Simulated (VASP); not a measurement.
SnS: single point with r2SCAN

The system is SnS.

```
CELL_PARAMETERS angstrom
4.27536 0.00000 0.00000
0.00000 11.03892 0.00000
0.00000 0.00000 3.92977
ATOMIC_POSITIONS crystal
Sn 0.11500 0.11800 0.25000
Sn 0.88500 0.88200 0.75000
Sn 0.61500 0.38200 0.75000
Sn 0.38500 0.61800 0.25000
S 0.47800 0.85000 0.25000
S 0.52200 0.15000 0.75000
S 0.97800 0.65000 0.75000
S 0.02200 0.35000 0.25000
```

```
Program                : VASP 6.6.1
Task                   : single point
Functional             : r2SCAN
Potentials or basis    : VASP PAW PBE potentials, release 64 (Sn_d, S)
Cutoff                 : 550 eV
k mesh                 : 6 × 3 × 7
Occupations            : methfessel-paxton, width 0.124 eV
Spin                   : no spin polarisation
Dipole correction      : no
Further INCAR settings : ALGO = Normal; EDIFF = 1e-06; NBANDS = 50
```

| Quantity | Value |
| --- | --- |
| Pressure | 3.5 GPa |
| Largest force | 0.154 eV/Å |
| Band gap on the k mesh | 0.88 eV (least direct gap 1.10 eV) |

Forces on the atoms (eV/Å):
```
Sn   0.025 -0.098  0.000
Sn  -0.025  0.098  0.000
Sn   0.025  0.098  0.000
Sn  -0.025 -0.098  0.000
S    0.060  0.142  0.000
S   -0.060 -0.142  0.000
S    0.060 -0.142  0.000
S   -0.060  0.142  0.000
```

Stress tensor (GPa, compression positive):
```
3.14 0.00 0.00
0.00 3.97 0.00
0.00 0.00 3.36
```

Levels at points of the mesh, in eV from the valence-band top:
| k point | band 38 | band 39 | band 40 | band 41 | band 42 | band 43 |
| --- | --- | --- | --- | --- | --- | --- |
| (0.00, 0.00, 0.00) | -1.38 | -1.08 | -0.68 | 0.88 | 3.04 | 3.17 |
| (0.50, 0.00, 0.00) | -1.23 | -0.04 | -0.04 | 1.68 | 1.68 | 2.13 |

Wall time 8.2 min on 1 thread of Intel(R) Xeon(R) 6975P-C (Granite Rapids), on a shared host, peak memory 0.46 GiB.

Caveat: the cell stands under pressure; the PAW data sets were made with another functional, which shifts forces and pressure a little; spin-orbit coupling is left out, which moves the levels of the heavy elements. A k mesh can miss the band edges.
